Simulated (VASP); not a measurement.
# Si (I4_1/amd) in VASP: notebook, part 2 of 2

VASP 6.6.1. Earlier steps stand in the parts before.

### Step 3. Single point, PBE (uniaxial z strain +2.0%)

INCAR reads:

```
SYSTEM = Si
ALGO = Normal ; EDIFF = 1E-6
ENCUT = 520 ; GGA = PE
ISIF = 2 ; ISMEAR = -1
LASPH = .TRUE. ; LCHARG = .FALSE.
LREAL = .FALSE. ; LWAVE = .FALSE.
NBANDS = 11 ; NELM = 60
PREC = Accurate ; SIGMA = 0.02
```

KPOINTS reads:

```
k-points
0
G
  8 8 8
  0 0 0
```

POSCAR reads:

```
Si
1.0
    0.0000000000      2.7221188956      2.7765612735
    2.7221188956      0.0000000000      2.7765612735
    2.7221188956      2.7221188956      0.0000000000
Si
2
Direct
    0.0000000000      0.0000000000      0.0000000000
    0.2500000000      0.2500000000      0.2500000000
```

Potentials or basis: VASP PAW PBE potentials, release 64 (Si).

Run with:

```sh
$ cat potpaw_PBE.64/Si/POTCAR > POTCAR
$ mpirun -np 1 vasp_std > vasp.out
```

Wall time 19 s (1 thread of Intel Xeon 6975P-C, shared host); peak memory 0.16 GiB.

Results (log left out):

```yaml
Free_energy: -10.8423 eV
Pressure: -0.6 GPa
Band_gap_on_the_k_mesh: 0.55 eV, indirect (least direct gap 2.48 eV)
```

Stress tensor (GPa, compression positive):
```
 0.09  0.00  0.00
 0.00  0.09  0.00
 0.00  0.00 -1.88
```

Levels at points of the mesh, in eV from the valence-band top:
```
           k point  band 2  band 3  band 4  band 5  band 6  band 7
(0.00, 0.00, 0.00)   -0.14    0.00    0.00    2.48    2.48    2.56
(0.50, 0.00, 0.00)   -6.89   -1.31   -1.13    1.38    3.25    3.38
(0.50, 0.50, 0.00)   -7.85   -2.73   -2.73    0.82    0.82    9.85
(0.50, 0.00, 0.50)   -7.74   -2.87   -2.87    0.66    0.66    9.77
```

Caveat: the cell differs from its parent crystal (uniaxial z strain +2.0%).

### Step 4. Single point, HSE06 (uniaxial z strain -1.0%)

POSCAR reads:

```
Si
1.0
    0.0000000000      2.7221188956      2.6948977067
    2.7221188956      0.0000000000      2.6948977067
    2.7221188956      2.7221188956      0.0000000000
Si
2
Direct
    0.0000000000      0.0000000000      0.0000000000
    0.2500000000      0.2500000000      0.2500000000
```

INCAR.step1 reads:

```
PREC = Accurate
ENCUT = 520
EDIFF = 1E-5
ISMEAR = 0
SIGMA = 0.01
LREAL = False
LASPH = True
NELM = 100
ALGO = Normal
ISIF = 2
LWAVE = True
LCHARG = False
GGA = PE
NBANDS = 11
```

INCAR.step2 reads:

```
PREC = Accurate
ENCUT = 520
EDIFF = 1E-6
ISMEAR = 0
SIGMA = 0.01
LREAL = False
LASPH = True
NELM = 100
ALGO = Normal
ISIF = 2
LWAVE = False
LCHARG = False
GGA = PE
LHFCALC = True
HFSCREEN = 0.2079
PRECFOCK = Normal
ISTART = 1
NBANDS = 11
```

KPOINTS reads:

```
regular mesh
0
Gamma
  6 6 6
```

Potentials or basis: VASP PAW PBE potentials, release 64 (Si).

Run with:

```sh
$ cat potpaw_PBE.64/Si/POTCAR > POTCAR
$ cp INCAR.step1 INCAR
$ mpirun -np 1 vasp_std > vasp.out
$ cp INCAR.step2 INCAR
$ mpirun -np 1 vasp_std > vasp.out
```

OUTCAR:

```text
PREC = Accurate
   ENCUT = 520
   EDIFF = 1E-6
   ISMEAR = 0
   LREAL = False
   LASPH = True
   NELM = 100
   ISIF = 2
   GGA = PE
   LHFCALC = True
   HFSCREEN = 0.2079
   PRECFOCK = Normal
   ISTART = 1

 ion  position               nearest neighbor table
   1  0.000  0.000  0.000-   2 2.35   2 2.35   2 2.35   2 2.35
   2  0.250  0.250  0.250-   1 2.35   1 2.35   1 2.35   1 2.35

  LATTYP: Found a body centered tetragonal cell.
 ALAT       =     3.8496574605
 C/A-ratio  =     1.4000714268

  Lattice vectors:

 A1 = (   0.0000000000,  -2.7221188956,  -2.6948977067)
 A2 = (   0.0000000000,   2.7221188956,  -2.6948977067)
 A3 = (   2.7221188956,   0.0000000000,   2.6948977067)

Analysis of symmetry for initial positions (statically):
=====================================================================
 Subroutine PRICEL returns:
 Original cell was already a primitive cell.

 Routine SETGRP: Setting up the symmetry group for a
 body centered tetragonal supercell.

 Subroutine GETGRP returns: Found 16 space group operations
 (whereof  8 operations were pure point group operations)
 out of a pool of 16 trial point group operations.

The static configuration has the point symmetry D_2d.
[... 175 lines left out ...]
 fundamental gap:      1.1819713338
 Fermi energy:         5.6611898319

 k-point     1 :       0.0000    0.0000    0.0000
  band No.  band energies     occupation
      1      -7.8053      2.00000
      2       5.4767      2.00000
      3       5.4767      2.00000
      4       5.5510      2.00000
      5       8.8055      0.00000
      6       8.8419      0.00000
      7       8.8419      0.00000
      8       9.8573      0.00000
      9      14.1923      0.00000
     10      14.3106      0.00000
     11      14.3852      0.00000
[... 309 lines left out ...]
 k-point    24 :       0.5000    0.0000    0.3333
  band No.  band energies     occupation
      1      -4.3957      2.00000
      2      -1.7822      2.00000
      3       1.5467      2.00000
      4       2.7230      2.00000
      5       7.1968      0.00000
      6       8.9659      0.00000
      7      13.9890      0.00000
      8      14.2128      0.00000
      9      17.3308      0.00000
     10      17.5774      0.00000
     11      19.1656      0.00000

 [... further k-points ...]
[... 5 lines left out ...]
  --------------------------------------------------------------------------------------
  -------------------------------------------------------------------------------------
  Total        0.0274906      0.0274906      0.2914820      0.0000000      0.0000000      0.0000000
  in kB        1.1028284      1.1028284     11.6932672      0.0000000      0.0000000      0.0000000
  external PRESSURE =       4.6329746 kB  Pullay stress =       0.0000000 kB

 VOLUME and BASIS-vectors are now :
 -----------------------------------------------------------------------------
  energy-cutoff  :      520.00
  volume of cell :       39.94
      direct lattice vectors                 reciprocal lattice vectors
     0.000000000  2.722118896  2.694897707    -0.183680441  0.183680441  0.185535799
     2.722118896  0.000000000  2.694897707     0.183680441 -0.183680441  0.185535799
     2.722118896  2.722118896  0.000000000     0.183680441  0.183680441 -0.185535799

 POSITION                                       TOTAL-FORCE (eV/Angst)
 -----------------------------------------------------------------------------------
      0.00000      0.00000      0.00000        -0.000000     -0.000000      0.000000
      1.36106      1.36106      1.34745         0.000000      0.000000     -0.000000
 -----------------------------------------------------------------------------------
    total drift:                                0.000000      0.000000     -0.000000

  FREE ENERGIE OF THE ION-ELECTRON SYSTEM (eV)
  ---------------------------------------------------
  free  energy   TOTEN  =       -12.5318303664 eV

  energy  without entropy=      -12.5318303664  energy(sigma->0) =      -12.53183037
```

Run time: 16 min. Hardware: 1 thread of Intel Xeon Platinum 8259CL at 2.50GHz (Skylake/Cascade Lake), shared host; peak memory 0.27 GiB.

What came out:

```yaml
Free_energy: -12.5318 eV
Pressure: 0.5 GPa
Band_gap_on_the_k_mesh: 1.18 eV, indirect (least direct gap 3.25 eV)
```

Stress tensor (GPa, compression positive):
```
0.11 0.00 0.00
0.00 0.11 0.00
0.00 0.00 1.17
```

Caveat: the cell differs from its parent crystal (uniaxial z strain -1.0%); the PAW data sets were made with another functional, which shifts forces and pressure a little.

### Step 5. Summary

```csv
level,cell,k mesh,smearing,grid for exact exchange (PRECFOCK),screening parameter,gap on the mesh (eV),pressure (GPa)
PBE,"a = 3.869, b = 3.869, c = 3.850 Å, angles 60.2, 60.2, 59.7°, 2 atoms",8 × 8 × 8,fermi-dirac 0.02 eV,-,-,0.59,0.3
PBE,"a = 3.888, b = 3.888, c = 3.850 Å, angles 60.3, 60.3, 59.3°, 2 atoms",8 × 8 × 8,fermi-dirac 0.02 eV,-,-,0.55,-0.6
HSE06,"a = 3.830, b = 3.830, c = 3.850 Å, angles 59.8, 59.8, 60.3°, 2 atoms",6 × 6 × 6,gaussian 0.01 eV,Normal,0.2079 1/Å,1.18,0.5
```

Alike in all rows: task single point; potentials or basis VASP PAW PBE potentials, release 64 (Si); no spin polarisation; cutoff (eV) 520.

Caveats: the PAW data sets were made with another functional, which shifts forces and pressure a little (some runs).

Absolute energies hang on the potentials; compare differences alone.
